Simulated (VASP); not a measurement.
# Bi6O (P6/mmm) in VASP: single point with PBE

Aim: the single point of Bi6O with PBE.

Program: VASP 6.6.1. These are calculated values, not measurements. Logs are shortened: lines on timing, memory, paths and dates and some standing lists are left out, and cuts for length are marked.

## 1. The cell of the first run

Symmetry: P6/mmm, No. 191, hexagonal system. The conventional cell has a = 7.808 Å, b = 7.808 Å, c = 4.484 Å, α = 90.00°, β = 90.00°, γ = 120.00°. Bi (site symmetry 6/mmm) has 2 O at 2.24 Å within 3.0 Å. Bi (site symmetry -6m2) has 6 Bi at 3.18 Å within 4.2 Å. Bi (site symmetry mmm) has 10 Bi at 3.18 to 3.90 Å within 4.2 Å. Within 3.0 Å of O (site symmetry 6/mmm) lie 2 Bi at 2.24 Å.

The cell was generated, and may not be a known phase.

## 2. Single point, PBE

INCAR reads:

```
SYSTEM = Bi6O
  PREC = Accurate
  ENCUT = 520
  EDIFF = 1E-6
  ISMEAR = 0
  SIGMA = 0.1
  LREAL = .FALSE.
  LASPH = .TRUE.
  NELM = 80
  ALGO = Normal
  ISIF = 2
  LWAVE = .FALSE.
  LCHARG = .FALSE.
  GGA = PE
  NBANDS = 57
```

KPOINTS reads:

```
regular mesh
0
G
  6 6 8
  0 0 0
```

POSCAR reads:

```
Bi6O
1.0
    7.8079546421      0.0000000000      0.0000000000
   -3.9039773210      6.7618870716      0.0000000000
    0.0000000000      0.0000000000      4.4843245949
Bi O
6 1
Direct
    0.0000000000      0.0000000000      0.0000000000
    0.3333333333      0.6666666667      0.5000000000
    0.6666666667      0.3333333333      0.5000000000
    0.5000000000      0.0000000000      0.0000000000
    0.0000000000      0.5000000000      0.0000000000
    0.5000000000      0.5000000000      0.0000000000
    0.0000000000      0.0000000000      0.5000000000
```

Potentials or basis: VASP PAW PBE potentials, release 64 (Bi_d, O).

Command:

```sh
cat potpaw_PBE.64/Bi_d/POTCAR potpaw_PBE.64/O/POTCAR > POTCAR
mpirun -np 1 vasp_std > vasp.out
```

OUTCAR:

```text
SYSTEM = Bi6O
   PREC = Accurate
   ENCUT = 520
   EDIFF = 1E-6
   ISMEAR = 0
   LREAL = .FALSE.
   LASPH = .TRUE.
   NELM = 80
   ISIF = 2
   GGA = PE

 ion  position               nearest neighbor table
   1  0.000  0.000  0.000-   7 2.24   7 2.24   5 3.90   5 3.90   6 3.90   6 3.90   4 3.90   4 3.90

   2  0.333  0.667  0.500-   4 3.18   4 3.18   5 3.18   5 3.18   6 3.18   6 3.18
   3  0.667  0.333  0.500-   4 3.18   4 3.18   5 3.18   5 3.18   6 3.18   6 3.18
   4  0.500  0.000  0.000-   2 3.18   3 3.18   2 3.18   3 3.18   6 3.90   6 3.90   5 3.90   5 3.90
                             1 3.90   1 3.90
   5  0.000  0.500  0.000-   2 3.18   3 3.18   2 3.18   3 3.18   1 3.90   1 3.90   4 3.90   4 3.90
                             6 3.90   6 3.90
   6  0.500  0.500  0.000-   2 3.18   3 3.18   2 3.18   3 3.18   4 3.90   4 3.90   1 3.90   1 3.90
                             5 3.90   5 3.90
   7  0.000  0.000  0.500-   1 2.24   1 2.24

  LATTYP: Found a hexagonal cell.
 ALAT       =     7.8079546421
 C/A-ratio  =     0.5743276953

  Lattice vectors:

 A1 = (   7.8079546421,   0.0000000000,   0.0000000000)
 A2 = (  -3.9039773210,   6.7618870716,   0.0000000000)
 A3 = (   0.0000000000,   0.0000000000,   4.4843245949)

Analysis of symmetry for initial positions (statically):
=====================================================================
 Subroutine PRICEL returns:
 Original cell was already a primitive cell.

 Routine SETGRP: Setting up the symmetry group for a
 hexagonal supercell.

 Subroutine GETGRP returns: Found 24 space group operations
 (whereof 24 operations were pure point group operations)
 out of a pool of 24 trial point group operations.

The static configuration has the point symmetry D_6h.

Analysis of symmetry for dynamics (positions and initial velocities):
=====================================================================
 Subroutine PRICEL returns:
 Original cell was already a primitive cell.

 Routine SETGRP: Setting up the symmetry group for a
 hexagonal supercell.

 Subroutine GETGRP returns: Found 24 space group operations
 (whereof 24 operations were pure point group operations)
 out of a pool of 24 trial point group operations.

The dynamic configuration has the point symmetry D_6h.

 Subroutine INISYM returns: Found 24 space group operations
 (whereof 24 operations are pure point group operations),
 and found     1 'primitive' translations

----------------------------------------------------------------------------------------

                                     Primitive cell

  volume of cell :     236.7567

  direct lattice vectors                    reciprocal lattice vectors
     7.807954642  0.000000000  0.000000000     0.128074514  0.073943855  0.000000000
    -3.903977321  6.761887072  0.000000000     0.000000000  0.147887711  0.000000000
     0.000000000  0.000000000  4.484324595     0.000000000  0.000000000  0.222999022

  length of vectors
     7.807954642  7.807954642  4.484324595     0.147887711  0.147887711  0.222999022

  position of ions in fractional coordinates (direct lattice)
     0.000000000  0.000000000  0.000000000
     0.333333333  0.666666667  0.500000000
     0.666666667  0.333333333  0.500000000
     0.500000000  0.000000000  0.000000000
     1.000000000  0.500000000  0.000000000
     0.500000000  0.500000000  0.000000000
     0.000000000  0.000000000  0.500000000

  ion indices of the primitive-cell ions
   primitive index   ion index
                 1           1
                 2           2
                 3           3
                 4           4
                 5           5
                 6           6
                 7           7

----------------------------------------------------------------------------------------

 KPOINTS: regular mesh

Automatic generation of k-mesh.
 Grid dimensions read from file:
 generate k-points for:    6    6    8

 Generating k-lattice:

  Cartesian coordinates                     Fractional coordinates (reciprocal lattice)
     0.021345752  0.012323976  0.000000000     0.166666667 -0.000000000  0.000000000
     0.000000000  0.024647952  0.000000000     0.000000000  0.166666667  0.000000000
     0.000000000  0.000000000  0.027874878     0.000000000  0.000000000  0.125000000

  Length of vectors
     0.024647952  0.024647952  0.027874878

  Shift w.r.t. Gamma in fractional coordinates (k-lattice)
     0.000000000  0.000000000  0.000000000

 Subroutine IBZKPT returns following result:
 ===========================================

 Found     35 irreducible k-points:

 Following reciprocal coordinates:
            Coordinates               Weight
  0.000000  0.000000  0.000000      1.000000
  0.166667  0.000000  0.000000      6.000000
  0.333333  0.000000  0.000000      6.000000
  0.500000  0.000000  0.000000      3.000000
  0.166667  0.166667  0.000000      6.000000
  0.333333  0.166667  0.000000     12.000000
[... 16 lines left out ...]
  0.166667  0.000000  0.375000     12.000000
  0.333333  0.000000  0.375000     12.000000
 [... further k-points ...]
   k-points           NKPTS =     35   k-points in BZ     NKDIM =     35   number of bands    NBANDS=     57
   number of dos      NEDOS =    301   number of ions     NIONS =      7
   total plane-waves  NPLWV = 129600
   dimension x,y,z NGX =    60 NGY =   60 NGZ =   36
   dimension x,y,z NGXF=   120 NGYF=  120 NGZF=   72
   ions per type =               6   1
   NGX,Y,Z   is equivalent  to a cutoff of  12.78, 12.78, 13.35 a.u.
   NGXF,Y,Z  is equivalent  to a cutoff of  25.55, 25.55, 26.69 a.u.
 SYSTEM =  Bi6O
   PREC   = accura    normal or accurate (medium, high low for compatibility)
   ISTART =      0    job   : 0-new  1-cont  2-samecut
   ICHARG =      2    charge: 1-file 2-atom 10-const
   ISPIN  =      1    spin polarized calculation?
   LNONCOLLINEAR =      F non collinear calculations
   LSORBIT =      F    spin-orbit coupling
   LASPH  =      T    aspherical Exc in radial PAW
   ENCUT  =  520.0 eV  38.22 Ry    6.18 a.u.  14.52 14.52  8.34*2*pi/ulx,y,z
   NELM   =     80;   NELMIN=  2; NELMDL= -5     # of ELM steps
   EDIFF  = 0.1E-05   stopping-criterion for ELM
   LREAL  =      F    real-space projection
   EDIFFG = 0.1E-04   stopping-criterion for IOM
   NSW    =      0    number of steps for IOM
   IBRION =     -1    ionic relax: 0-MD 1-quasi-New 2-CG
   NFREE  =      0    steps in history (QN), initial steepest desc. (CG)
   ISIF   =      2    stress and relaxation
   ISYM   =      2    0-nonsym 1-usesym 2-fastsym
   POTIM  = 0.5000    time-step for ionic-motion
   TEBEG  =    0.0;   TEEND  =   0.0 temperature during run
   PSTRESS=    0.0 pullay stress
   NELECT =      96.0000    total number of electrons
   NUPDOWN=      -1.0000    fix difference up-down
   EMIN   =  10.00;   EMAX   =-10.00  energy-range for DOS
   EFERMI =   0.00;   METHOD = LEGACY
   ISMEAR =     0;   SIGMA  =   0.10  broadening in eV -4-tet -1-fermi 0-gaus
   EFERMI_NEDOS =   21; number of points for ismear=-14 and -15
   IALGO  =     38    algorithm
   IMIX   =      4    mixing-type and parameters
     AMIX     =   0.40;   BMIX     =  1.00
     AMIX_MAG =   1.60;   BMIX_MAG =  1.00
  volume/ion in A,a.u.               =      33.82       228.24
  Fermi-wavevector in a.u.,A,eV,Ry     =   1.211708  2.289795 19.976554  1.468235
  Thomas-Fermi vector in A             =   2.347215
   LORBIT       =      0    0 simple, 1 ext, 2 COOP (PROOUT), +10 PAW based schemes
   GGA     = PE    functional components
   LHFCALC =     F    Hartree Fock is set to
   AEXX    =    0.0000 exact exchange contribution
   IVDW    =     0    specifies the selected vdW correction
   LEPSILON=     F    determine dielectric tensor
   LRPA    =     F    only Hartree local field effects (RPA)
 non-spin polarized calculation
 Gauss-broadening in eV      SIGMA  =   0.10
  energy-cutoff  :      520.00
  volume of cell :      236.76
 maximum number of plane-waves:      6401
 NGX is ok and might be reduce to    60
   NGX = 29   NGY = 29   NGZ = 17

 number of electron      96.0000034 magnetization

 Free energy of the ion-electron system (eV)
  ---------------------------------------------------
  ext. energy  EPLUGINS =         0.00000000
  ---------------------------------------------------
  free energy    TOTEN  =       -27.65641174 eV

  energy without entropy =      -27.63531271  energy(sigma->0) =      -27.64586222

 E-fermi :   5.3126     XC(G=0):  -9.1589

 val. band max:        5.3031503459   @ k =   0.3333   0.1667   0.1250
 cond. band min:       5.3239583860   @ k =   0.5000   0.0000   0.2500
 fundamental gap:      0.0208080402
 Fermi energy:         5.3126413651

 k-point     1 :       0.0000    0.0000    0.0000
  band No.  band energies     occupation
      1     -17.7572      2.00000
      2     -17.7572      2.00000
      3     -17.6812      2.00000
      4     -17.6420      2.00000
      5     -17.6420      2.00000
      6     -17.6063      2.00000
[... 49 lines left out ...]
     56       9.3094      0.00000
     57       9.3094      0.00000

 k-point     2 :       0.1667    0.0000    0.0000
  band No.  band energies     occupation
      1     -17.7565      2.00000
      2     -17.7511      2.00000
      3     -17.6756      2.00000
      4     -17.6403      2.00000
      5     -17.6395      2.00000
      6     -17.6168      2.00000
[... 49 lines left out ...]
     56       9.1633      0.00000
     57       9.3447      0.00000

 k-point     3 :       0.3333    0.0000    0.0000
  band No.  band energies     occupation
      1     -17.7550      2.00000
      2     -17.7340      2.00000
      3     -17.6607      2.00000
      4     -17.6539      2.00000
      5     -17.6370      2.00000
      6     -17.6340      2.00000
[... 1194 lines left out ...]
      1     -17.6646      2.00000
      2     -17.6634      2.00000
      3     -17.6566      2.00000
      4     -17.6478      2.00000
      5     -17.6407      2.00000
      6     -17.6253      2.00000
[... 49 lines left out ...]
     56       9.3256      0.00000
     57       9.4427      0.00000

 k-point    24 :       0.3333    0.0000    0.3750
  band No.  band energies     occupation
      1     -17.6690      2.00000
      2     -17.6649      2.00000
      3     -17.6613      2.00000
      4     -17.6410      2.00000
      5     -17.6372      2.00000
      6     -17.6265      2.00000
[... 49 lines left out ...]
     56       9.1624      0.00000
     57       9.1768      0.00000

 [... further k-points ...]
[... 5 lines left out ...]
  --------------------------------------------------------------------------------------
  -------------------------------------------------------------------------------------
  Total       -0.1050349     -0.1050349      0.0631508     -0.0000000      0.0000000      0.0000000
  in kB       -0.7107914     -0.7107914      0.4273536     -0.0000000      0.0000000      0.0000000
  external PRESSURE =      -0.3314097 kB  Pullay stress =       0.0000000 kB

 VOLUME and BASIS-vectors are now :
 -----------------------------------------------------------------------------
  energy-cutoff  :      520.00
  volume of cell :      236.76
      direct lattice vectors                 reciprocal lattice vectors
     7.807954642  0.000000000  0.000000000     0.128074514  0.073943855  0.000000000
    -3.903977321  6.761887072  0.000000000     0.000000000  0.147887711  0.000000000
     0.000000000  0.000000000  4.484324595     0.000000000  0.000000000  0.222999022

 POSITION                                       TOTAL-FORCE (eV/Angst)
 -----------------------------------------------------------------------------------
      0.00000      0.00000      0.00000        -0.000000      0.000000      0.000000
     -0.00000      4.50792      2.24216        -0.000000      0.000000      0.000000
      3.90398      2.25396      2.24216         0.000000     -0.000000      0.000000
      3.90398      0.00000      0.00000        -0.000000      0.000000      0.000000
     -1.95199      3.38094      0.00000        -0.000000      0.000000      0.000000
      1.95199      3.38094      0.00000        -0.000000      0.000000      0.000000
      0.00000      0.00000      2.24216        -0.000000      0.000000      0.000000
 -----------------------------------------------------------------------------------
    total drift:                                0.000000     -0.000000     -0.000000

  FREE ENERGIE OF THE ION-ELECTRON SYSTEM (eV)
  ---------------------------------------------------
  free  energy   TOTEN  =       -27.6564117362 eV

  energy  without entropy=      -27.6353127101  energy(sigma->0) =      -27.64586222
```

It took 11 min on 1 thread of AMD EPYC 7R13 (Zen 3), shared host; peak memory 0.52 GiB.

Results:

| Item | Value |
| --- | --- |
| Free energy | -27.6564 eV |
| Pressure | 0.0 GPa |
| Band gap on the k mesh | zero (bands 48 and 49 overlap by 0.97 eV) |

Stress tensor (GPa, compression positive):
```
-0.07  0.00  0.00
 0.00 -0.07  0.00
 0.00  0.00  0.04
```

Levels at points of the mesh, in eV from the Fermi level:
| k point | band 45 | band 46 | band 47 | band 48 | band 49 | band 50 | band 51 | band 52 |
| --- | --- | --- | --- | --- | --- | --- | --- | --- |
| (0.00, 0.00, 0.00) | -0.35 | -0.22 | -0.22 | 0.05 | 0.05 | 0.20 | 0.20 | 0.91 |
| (0.50, 0.00, 0.00) | -1.91 | -1.05 | -0.56 | 0.19 | 0.35 | 0.44 | 1.00 | 1.67 |
| (0.00, 0.00, 0.50) | -0.33 | -0.33 | -0.29 | 0.29 | 0.62 | 0.75 | 0.75 | 1.30 |
| (0.50, 0.00, 0.50) | -1.44 | -1.29 | -0.71 | -0.29 | -0.22 | 0.07 | 1.38 | 1.92 |

Caveat: spin-orbit coupling is left out, which moves the levels of the heavy elements.

The gap in the log of VASP goes by the Fermi energy; the results here count the filled bands.